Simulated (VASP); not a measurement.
Input of a VASP 6.6.1 run:

Contents of INCAR:

```
SYSTEM = PbS
PREC = Accurate
ENCUT = 520
EDIFF = 1E-6
ISMEAR = -1
SIGMA = 0.05
LREAL = .FALSE.
LASPH = .TRUE.
NELM = 80
ALGO = Normal
ISIF = 2
LWAVE = .FALSE.
LCHARG = .FALSE.
NBANDS = 17
```

File KPOINTS:

```
regular mesh
0
G
  8 8 8
  0 0 0
```

POSCAR

```
PbS
1.0
    2.0841087231      1.2032607323      3.4052630159
   -2.0841087231      1.2032607323      3.4052630159
    0.0000000000     -2.4065214646      3.4052630159
Pb S
1 1
Direct
    0.9805657800      0.9805657800      0.9805657800
    0.4750355500      0.4750355500      0.4750355500
```

Potentials or basis: VASP PAW LDA potentials, release 64 (Pb_d, S).

Command:

```bash
$ cat potpaw_LDA.64/Pb_d/POTCAR potpaw_LDA.64/S/POTCAR > POTCAR
$ mpirun -np 1 vasp_std > vasp.out
```

Problem. Estimate the largest force.

Solution. 0.018 eV/Å.

Problem. Estimate the band gap on the k mesh.

Solution. 0.17 eV, direct.

Problem. What does it give for the pressure?

Solution. -1.5 GPa.

Forces in eV/Å, atoms in the order of the input:
```
Pb   0.000  0.000 -0.018
S    0.000  0.000  0.018
```

Caveat: spin-orbit coupling is left out, which moves the levels of the heavy elements. A k mesh can miss the band edges.
